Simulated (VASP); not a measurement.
# C (Cmme) in VASP: a series of runs

The runs below take C through single point, with r2SCAN.

All numbers are computed with VASP 6.6.1; they aren't measurements. Logs are shortened: lines on timing, memory, paths and dates and some standing lists are left out, and cuts for length are marked.

## 1. The cell of the first run

It takes space group Cmme (No. 67, orthorhombic). The conventional cell has a = 2.456 Å, b = 4.254 Å, c = 7.124 Å, α = 90.00°, β = 90.00°, γ = 90.00°. Within 1.9 Å of C (site symmetry m) lie 3 C at 1.42 Å.

## 2. Single point, r2SCAN (atoms displaced along a vibrational mode)

File POSCAR:

```
C
1.0
    1.2279212041      2.1267565396      0.0000000000
    1.2279212041     -2.1267565396      0.0000000000
    0.0000000000      0.0000000000     -7.1235273225
C
4
Direct
    0.1667039277      0.8332960723      0.0210569839
    0.6667039277      0.3332960723      0.4789430161
    0.8332960723      0.1667039277      0.0210569839
    0.3332960723      0.6667039277      0.4789430161
```

File INCAR.step1:

```
SYSTEM = C
PREC = Accurate ; ENCUT = 520
ISMEAR = 0 ; SIGMA = 0.05
LREAL = .False. ; LASPH = .True.
NELM = 80 ; NBANDS = 16
GGA = PE ; ALGO = Normal
EDIFF = 1E-4 ; LWAVE = .True.
LCHARG = .False.
```

File INCAR.step2:

```
SYSTEM = C
PREC = Accurate ; ENCUT = 520
EDIFF = 1E-7 ; ISMEAR = 0
SIGMA = 0.05 ; LREAL = .False.
LASPH = .True. ; NELM = 80
ALGO = Normal ; ISIF = 2
LWAVE = .False. ; LCHARG = .False.
METAGGA = R2SCAN ; LMIXTAU = .True.
NBANDS = 16 ; ISTART = 1
```

File KPOINTS:

```
Automatic mesh
0
Gamma
  12 12 4
  0 0 0
```

Potentials or basis: VASP PAW PBE potentials, release 64 (C).

Command:

```bash
cat potpaw_PBE.64/C/POTCAR > POTCAR
cp INCAR.step1 INCAR
mpirun -np 1 vasp_std > vasp.out
cp INCAR.step2 INCAR
mpirun -np 1 vasp_std > vasp.out
```

OUTCAR:

```text
SYSTEM = C
   PREC = Accurate
   ENCUT = 520
   EDIFF = 1E-7
   ISMEAR = 0
   LREAL = .False.
   LASPH = .True.
   NELM = 80
   ISIF = 2
   METAGGA = R2SCAN
   ISTART = 1

 ion  position               nearest neighbor table
   1  0.167  0.833  0.021-   3 1.42   3 1.42   3 1.42
   2  0.667  0.333  0.479-   4 1.42   4 1.42   4 1.42
   3  0.833  0.167  0.021-   1 1.42   1 1.42   1 1.42
   4  0.333  0.667  0.479-   2 1.42   2 1.42   2 1.42

  LATTYP: Found a base centered orthorhombic cell.
 ALAT       =     2.4558424082
 B/A-ratio  =     1.7319975683
 C/A-ratio  =     2.9006451305

  Lattice vectors:

 A1 = (   1.2279212041,   2.1267565396,   0.0000000000)
 A2 = (   1.2279212041,  -2.1267565396,   0.0000000000)
 A3 = (   0.0000000000,   0.0000000000,  -7.1235273225)

Analysis of symmetry for initial positions (statically):
=====================================================================
 Subroutine PRICEL returns:
 Original cell was already a primitive cell.

 Routine SETGRP: Setting up the symmetry group for a
 base centered orthorhombic supercell.

 Subroutine GETGRP returns: Found  8 space group operations
 (whereof  4 operations were pure point group operations)
 out of a pool of  8 trial point group operations.

The static configuration has the point symmetry C_2v.
 The point group associated with its full space group is D_2h.

Analysis of symmetry for dynamics (positions and initial velocities):
=====================================================================
 Subroutine PRICEL returns:
 Original cell was already a primitive cell.

 Routine SETGRP: Setting up the symmetry group for a
 base centered orthorhombic supercell.

 Subroutine GETGRP returns: Found  8 space group operations
 (whereof  4 operations were pure point group operations)
 out of a pool of  8 trial point group operations.

The dynamic configuration has the point symmetry C_2v.
 The point group associated with its full space group is D_2h.

 Subroutine INISYM returns: Found  8 space group operations
 (whereof  4 operations are pure point group operations),
 and found     1 'primitive' translations

----------------------------------------------------------------------------------------

                                     Primitive cell

  volume of cell :      37.2060

  direct lattice vectors                    reciprocal lattice vectors
     1.227921204  2.126756540  0.000000000     0.407192252  0.235099783  0.000000000
     1.227921204 -2.126756540  0.000000000     0.407192252 -0.235099783  0.000000000
     0.000000000  0.000000000 -7.123527323     0.000000000  0.000000000 -0.140379893

  length of vectors
     2.455785793  2.455785793  7.123527323     0.470188726  0.470188726  0.140379893

  position of ions in fractional coordinates (direct lattice)
     0.166703928  0.833296072  0.021056984
     0.666703928  0.333296072  0.478943016
     0.833296072  0.166703928  0.021056984
     0.333296072  0.666703928  0.478943016

  ion indices of the primitive-cell ions
   primitive index   ion index
                 1           1
                 2           2
                 3           3
                 4           4

----------------------------------------------------------------------------------------

 KPOINTS: Automatic mesh

Automatic generation of k-mesh.
 Grid dimensions read from file:
 generate k-points for:   12   12    4

 Generating k-lattice:

  Cartesian coordinates                     Fractional coordinates (reciprocal lattice)
     0.033932688  0.019591649  0.000000000     0.083333333  0.000000000  0.000000000
     0.033932688 -0.019591649  0.000000000     0.000000000  0.083333333  0.000000000
     0.000000000  0.000000000 -0.035094973     0.000000000  0.000000000  0.250000000

  Length of vectors
     0.039182394  0.039182394  0.035094973

  Shift w.r.t. Gamma in fractional coordinates (k-lattice)
     0.000000000  0.000000000  0.000000000

 Subroutine IBZKPT returns following result:
 ===========================================

 Found    129 irreducible k-points:

 Following reciprocal coordinates:
            Coordinates               Weight
  0.000000  0.000000  0.000000      1.000000
  0.083333  0.000000  0.000000      4.000000
  0.166667  0.000000  0.000000      4.000000
  0.250000  0.000000  0.000000      4.000000
  0.333333  0.000000  0.000000      4.000000
  0.416667  0.000000  0.000000      4.000000
[... 16 lines left out ...]
  0.500000  0.166667  0.000000      4.000000
 -0.416667  0.166667  0.000000      4.000000
 [... further k-points ...]
   k-points           NKPTS =    129   k-points in BZ     NKDIM =    129   number of bands    NBANDS=     16
   number of dos      NEDOS =    301   number of ions     NIONS =      4
   total plane-waves  NPLWV =  17496
   dimension x,y,z NGX =    18 NGY =   18 NGZ =   54
   dimension x,y,z NGXF=    36 NGYF=   36 NGZF=  108
   ions per type =               4
   NGX,Y,Z   is equivalent  to a cutoff of  12.19, 12.19, 12.60 a.u.
   NGXF,Y,Z  is equivalent  to a cutoff of  24.37, 24.37, 25.20 a.u.
 SYSTEM =  C
   PREC   = accura    normal or accurate (medium, high low for compatibility)
   ISTART =      1    job   : 0-new  1-cont  2-samecut
   ICHARG =      0    charge: 1-file 2-atom 10-const
   ISPIN  =      1    spin polarized calculation?
   LNONCOLLINEAR =      F non collinear calculations
   LSORBIT =      F    spin-orbit coupling
   LASPH  =      T    aspherical Exc in radial PAW
   ENCUT  =  520.0 eV  38.22 Ry    6.18 a.u.   4.57  4.57 13.25*2*pi/ulx,y,z
   NELM   =     80;   NELMIN=  2; NELMDL=  0     # of ELM steps
   EDIFF  = 0.1E-06   stopping-criterion for ELM
   LREAL  =      F    real-space projection
   EDIFFG = 0.1E-05   stopping-criterion for IOM
   NSW    =      0    number of steps for IOM
   IBRION =     -1    ionic relax: 0-MD 1-quasi-New 2-CG
   NFREE  =      0    steps in history (QN), initial steepest desc. (CG)
   ISIF   =      2    stress and relaxation
   ISYM   =      2    0-nonsym 1-usesym 2-fastsym
   POTIM  = 0.5000    time-step for ionic-motion
   TEBEG  =    0.0;   TEEND  =   0.0 temperature during run
   PSTRESS=    0.0 pullay stress
   NELECT =      16.0000    total number of electrons
   NUPDOWN=      -1.0000    fix difference up-down
   EMIN   =  10.00;   EMAX   =-10.00  energy-range for DOS
   EFERMI =   0.00;   METHOD = LEGACY
   ISMEAR =     0;   SIGMA  =   0.05  broadening in eV -4-tet -1-fermi 0-gaus
   EFERMI_NEDOS =   21; number of points for ismear=-14 and -15
   IALGO  =     38    algorithm
   IMIX   =      4    mixing-type and parameters
     AMIX     =   0.40;   BMIX     =  1.00
     AMIX_MAG =   1.60;   BMIX_MAG =  1.00
  volume/ion in A,a.u.               =       9.30        62.77
  Fermi-wavevector in a.u.,A,eV,Ry     =   1.235692  2.335120 20.775221  1.526936
  Thomas-Fermi vector in A             =   2.370331
   LORBIT       =      0    0 simple, 1 ext, 2 COOP (PROOUT), +10 PAW based schemes
   METAGGA = R2SCAN    functional components
   LHFCALC =     F    Hartree Fock is set to
   AEXX    =    0.0000 exact exchange contribution
   IVDW    =     0    specifies the selected vdW correction
   LEPSILON=     F    determine dielectric tensor
   LRPA    =     F    only Hartree local field effects (RPA)
 non-spin polarized calculation
 Gauss-broadening in eV      SIGMA  =   0.05
  energy-cutoff  :      520.00
  volume of cell :       37.21
 maximum number of plane-waves:      1024
   NGX =  9   NGY =  9   NGZ = 27

 number of electron      15.9999996 magnetization

 Free energy of the ion-electron system (eV)
  ---------------------------------------------------
  ext. energy  EPLUGINS =         0.00000000
  ---------------------------------------------------
  free energy    TOTEN  =       -39.72676171 eV

  energy without entropy =      -39.72675452  energy(sigma->0) =      -39.72675811

 E-fermi :   4.1745     XC(G=0): -10.6889

 val. band max:        4.0834839073   @ k =   0.3333   0.3333   0.5000
 cond. band min:       4.2656092316   @ k =   0.3333   0.3333   0.5000
 fundamental gap:      0.1821253243
 Fermi energy:         4.1744828680

 k-point     1 :       0.0000    0.0000    0.0000
  band No.  band energies     occupation
      1     -16.7802      2.00000
      2     -16.5503      2.00000
      3      -4.7045      2.00000
      4      -3.0876      2.00000
      5       0.9506      2.00000
      6       0.9700      2.00000
[... 8 lines left out ...]
     15      16.6370      0.00000
     16      16.7621      0.00000

 k-point     2 :       0.0833    0.0000    0.0000
  band No.  band energies     occupation
      1     -16.6045      2.00000
      2     -16.3769      2.00000
      3      -4.4923      2.00000
      4      -2.8854      2.00000
      5       0.2474      2.00000
      6       0.2778      2.00000
[... 8 lines left out ...]
     15      15.9658      0.00000
     16      16.1607      0.00000

 k-point     3 :       0.1667    0.0000    0.0000
  band No.  band energies     occupation
      1     -16.0796      2.00000
      2     -15.8587      2.00000
      3      -3.8601      2.00000
      4      -2.2854      2.00000
      5      -1.5299      2.00000
      6      -1.4764      2.00000
[... 8 lines left out ...]
     15      15.6353      0.00000
     16      15.6363      0.00000

 k-point     4 :       0.2500    0.0000    0.0000
  band No.  band energies     occupation
      1     -15.2116      2.00000
      2     -15.0018      2.00000
      3      -3.7946      2.00000
      4      -3.7143      2.00000
      5      -2.8239      2.00000
      6      -1.3126      2.00000
[... 8 lines left out ...]
     15      18.3709      0.00000
     16      18.3717      0.00000
[... 324 lines left out ...]
 k-point    22 :       0.4167    0.1667    0.0000
  band No.  band energies     occupation
      1     -10.6855      2.00000
      2     -10.6854      2.00000
      3      -9.4962      2.00000
      4      -9.4887      2.00000
      5      -4.6115      2.00000
      6      -4.5409      2.00000
[... 8 lines left out ...]
     15      16.6567      0.00000
     16      17.7694      0.00000

 k-point    23 :       0.5000    0.1667    0.0000
  band No.  band energies     occupation
      1     -12.0411      2.00000
      2     -11.8750      2.00000
      3      -8.0603      2.00000
      4      -7.9516      2.00000
      5      -4.4104      2.00000
      6      -4.3461      2.00000
[... 8 lines left out ...]
     15      17.9464      0.00000
     16      18.5371      0.00000

 k-point    24 :      -0.4167    0.1667    0.0000
  band No.  band energies     occupation
      1     -13.5111      2.00000
      2     -13.3221      2.00000
      3      -6.0113      2.00000
      4      -5.9408      2.00000
      5      -3.7837      2.00000
      6      -3.7396      2.00000
[... 8 lines left out ...]
     15      17.5711      0.00000
     16      18.3078      0.00000

 [... further k-points ...]
[... 5 lines left out ...]
  --------------------------------------------------------------------------------------
  -------------------------------------------------------------------------------------
  Total        0.2925280      0.1685650      0.1784295      0.0000000      0.0000000      0.0000000
  in kB       12.5969292      7.2587966      7.6835827      0.0000000      0.0000000      0.0000000
  external PRESSURE =       9.1797695 kB  Pullay stress =       0.0000000 kB

 VOLUME and BASIS-vectors are now :
 -----------------------------------------------------------------------------
  energy-cutoff  :      520.00
  volume of cell :       37.21
      direct lattice vectors                 reciprocal lattice vectors
     1.227921204  2.126756540  0.000000000     0.407192252  0.235099783  0.000000000
     1.227921204 -2.126756540  0.000000000     0.407192252 -0.235099783  0.000000000
     0.000000000  0.000000000 -7.123527323     0.000000000  0.000000000 -0.140379893

 POSITION                                       TOTAL-FORCE (eV/Angst)
 -----------------------------------------------------------------------------------
      1.22792     -1.41768     -0.15000         0.000000     -0.015691      0.061020
      1.22792      0.70908     -3.41176         0.000000     -0.015691     -0.061020
      1.22792      1.41768     -0.15000         0.000000      0.015691      0.061020
      1.22792     -0.70908     -3.41176         0.000000      0.015691     -0.061020
 -----------------------------------------------------------------------------------
    total drift:                               -0.000000     -0.000000     -0.000000

  FREE ENERGIE OF THE ION-ELECTRON SYSTEM (eV)
  ---------------------------------------------------
  free  energy   TOTEN  =       -39.7267617100 eV

  energy  without entropy=      -39.7267545186  energy(sigma->0) =      -39.72675811
```

Run time: 6 min. Hardware: 1 thread of Intel Xeon 8259CL, shared host; peak memory 0.18 GiB.

Results:

| Property | Result |
| --- | --- |
| Free energy | -39.7268 eV |
| Pressure | 0.9 GPa |
| Largest force | 0.063 eV/Å |

Forces in eV/Å, atoms in the order of the input:
```
C    0.000 -0.016  0.061
C    0.000 -0.016 -0.061
C    0.000  0.016  0.061
C    0.000  0.016 -0.061
```

Caveat: the cell differs from its parent crystal (atoms displaced along a vibrational mode); the PAW data sets were made with another functional, which shifts forces and pressure a little.

## 3. Single point, r2SCAN (atoms displaced along a vibrational mode)

File POSCAR:

```
C
1.0
    1.2279212041      2.1267565396      0.0000000000
    1.2279212041     -2.1267565396      0.0000000000
    0.0000000000      0.0000000000     -7.1235273225
C
4
Direct
    0.1667039277      0.8332960723      0.0245664812
    0.6667039277      0.3332960723      0.4754335188
    0.8332960723      0.1667039277      0.0245664812
    0.3332960723      0.6667039277      0.4754335188
```

File INCAR.step1:

```
SYSTEM = C
  ALGO = Normal
  EDIFF = 1E-4
  ENCUT = 520
  GGA = PE
  ISMEAR = 0
  LASPH = .True.
  LCHARG = .False.
  LREAL = .False.
  LWAVE = .True.
  NBANDS = 16
  NELM = 80
  PREC = Accurate
  SIGMA = 0.05
```

File INCAR.step2:

```
SYSTEM = C
  ALGO = Normal
  EDIFF = 1E-6
  ENCUT = 520
  ISIF = 2
  ISMEAR = 0
  ISTART = 1
  LASPH = .True.
  LCHARG = .True.
  LELF = .True.
  LMIXTAU = .True.
  LREAL = .False.
  LVHAR = .True.
  LWAVE = .False.
  METAGGA = R2SCAN
  NBANDS = 16
  NELM = 80
  PREC = Accurate
  SIGMA = 0.05
```

File KPOINTS:

```
k-points
0
Gamma
  12 12 4
  0 0 0
```

Potentials or basis: VASP PAW PBE potentials, release 64 (C).

Command:

```bash
cat potpaw_PBE.64/C/POTCAR > POTCAR
cp INCAR.step1 INCAR
mpirun -np 1 vasp_std > vasp.out
cp INCAR.step2 INCAR
mpirun -np 1 vasp_std > vasp.out
```

OUTCAR:

```text
SYSTEM = C
   EDIFF = 1E-6
   ENCUT = 520
   ISIF = 2
   ISMEAR = 0
   ISTART = 1
   LASPH = .True.
   LREAL = .False.
   METAGGA = R2SCAN
   NELM = 80
   PREC = Accurate

 ion  position               nearest neighbor table
   1  0.167  0.833  0.025-   3 1.42   3 1.42   3 1.42
   2  0.667  0.333  0.475-   4 1.42   4 1.42   4 1.42
   3  0.833  0.167  0.025-   1 1.42   1 1.42   1 1.42
   4  0.333  0.667  0.475-   2 1.42   2 1.42   2 1.42

[... 642 lines left out ...]
      6      -3.7375      2.00000
[... 8 lines left out ...]
     15      17.5647      0.00000
     16      18.3211      0.00000

 [... further k-points ...]
[... 5 lines left out ...]
  --------------------------------------------------------------------------------------
  -------------------------------------------------------------------------------------
  Total        0.2875706      0.1513548      0.2738041      0.0000000      0.0000000      0.0000000
  in kB       12.3834501      6.5176878     11.7906351      0.0000000      0.0000000      0.0000000
  external PRESSURE =      10.2305910 kB  Pullay stress =       0.0000000 kB

 VOLUME and BASIS-vectors are now :
 -----------------------------------------------------------------------------
  energy-cutoff  :      520.00
  volume of cell :       37.21
      direct lattice vectors                 reciprocal lattice vectors
     1.227921204  2.126756540  0.000000000     0.407192252  0.235099783  0.000000000
     1.227921204 -2.126756540  0.000000000     0.407192252 -0.235099783  0.000000000
     0.000000000  0.000000000 -7.123527323     0.000000000  0.000000000 -0.140379893

 POSITION                                       TOTAL-FORCE (eV/Angst)
 -----------------------------------------------------------------------------------
      1.22792     -1.41768     -0.17500         0.000000     -0.015846      0.077876
      1.22792      0.70908     -3.38676         0.000000     -0.015846     -0.077876
      1.22792      1.41768     -0.17500         0.000000      0.015846      0.077876
      1.22792     -0.70908     -3.38676         0.000000      0.015846     -0.077876
 -----------------------------------------------------------------------------------
    total drift:                               -0.000000      0.000000     -0.000000

  FREE ENERGIE OF THE ION-ELECTRON SYSTEM (eV)
  ---------------------------------------------------
  free  energy   TOTEN  =       -39.7198403951 eV

  energy  without entropy=      -39.7198384687  energy(sigma->0) =      -39.71983943
```

OSZICAR.step1:

```text
N       E                     dE             d eps       ncg     rms          rms(c)
DAV:   1     0.279126414062E+02    0.27913E+02   -0.75490E+03  4128   0.906E+02
DAV:   2    -0.368505740684E+02   -0.64763E+02   -0.59712E+02  5768   0.183E+02
DAV:   3    -0.392979782901E+02   -0.24474E+01   -0.24367E+01  5512   0.327E+01
DAV:   4    -0.393203860538E+02   -0.22408E-01   -0.22402E-01  5208   0.375E+00
DAV:   5    -0.393207885885E+02   -0.40253E-03   -0.40252E-03  5392   0.475E-01    0.906E+00
DAV:   6    -0.374390043324E+02    0.18818E+01   -0.12820E+00  4936   0.708E+00    0.530E+00
DAV:   7    -0.368280993190E+02    0.61091E+00   -0.15920E+00  5120   0.799E+00    0.149E+00
DAV:   8    -0.368384375195E+02   -0.10338E-01   -0.73445E-02  4824   0.161E+00    0.267E-01
DAV:   9    -0.368374047932E+02    0.10327E-02   -0.18750E-03  5336   0.306E-01    0.969E-02
DAV:  10    -0.368376678824E+02   -0.26309E-03   -0.46826E-04  4376   0.138E-01    0.298E-02
DAV:  11    -0.368376964939E+02   -0.28612E-04   -0.24361E-05  3848   0.350E-02
   1 F= -.36837696E+02 E0= -.36837695E+02  d E =-.288909E-05
```

Wall time 4.7 min (1 thread of Intel Xeon 8259CL, shared host); peak memory 0.18 GiB.

Results:

- Free energy: -39.7198 eV
- Pressure: 1.0 GPa
- Largest force: 0.079 eV/Å

Forces on the atoms (eV/Å):
```
C    0.000 -0.016  0.078
C    0.000 -0.016 -0.078
C    0.000  0.016  0.078
C    0.000  0.016 -0.078
```

Caveat: the cell differs from its parent crystal (atoms displaced along a vibrational mode); the PAW data sets were made with another functional, which shifts forces and pressure a little.
